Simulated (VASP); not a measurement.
Write the native input for VASP 6.6.1 that does the following.

```yaml
Task: single point
Functional: PBEsol
Potentials_or_basis: VASP PAW PBE potentials, release 64 (Al, N)
Cutoff: 520 eV
k_mesh: 8 × 8 × 6
Occupations: fermi-dirac, width 0.03 eV
Spin: no spin polarisation
Dipole_correction: no
Further_INCAR_settings: ALGO = Normal; EDIFF = 1e-06; NBANDS = 16
```

The structure of AlN lies in POSCAR:

```
AlN
1.0
    1.3730842995     -5.5234611932      0.0000000000
    1.3730842995      5.5234611932      0.0000000000
    0.0000000000      0.0000000000      2.7580670650
Al N
2 2
Direct
    0.3412131329      0.6587868671      0.7500000000
    0.6587868671      0.3412131329      0.2500000000
    0.8478795524      0.1521204476      0.2500000000
    0.1521204476      0.8478795524      0.7500000000
```

One way to write it, as run:

INCAR

```
ALGO = Normal ; EDIFF = 1E-6
ENCUT = 520 ; GGA = PS
ISIF = 2 ; ISMEAR = -1
LASPH = True ; LCHARG = False
LREAL = False ; LWAVE = False
NBANDS = 16 ; NELM = 80
PREC = Accurate ; SIGMA = 0.03
```

KPOINTS

```
k-points
0
Gamma
  8 8 6
```

Potentials or basis: VASP PAW PBE potentials, release 64 (Al, N).

Command:

```console
$ cat potpaw_PBE.64/Al/POTCAR potpaw_PBE.64/N/POTCAR > POTCAR
$ mpirun -np 1 vasp_std > vasp.out
```

Results of the run:

```
Pressure               : 0.0 GPa
Largest force          : 0.007 eV/Å
Band gap on the k mesh : 2.78 eV (least direct gap 3.00 eV)
```

Caveat: the PAW data sets were made with another functional, which shifts forces and pressure a little.

Run time: 100 s on 1 thread of Intel Xeon 8259CL, on a shared host, peak memory 0.21 GiB.
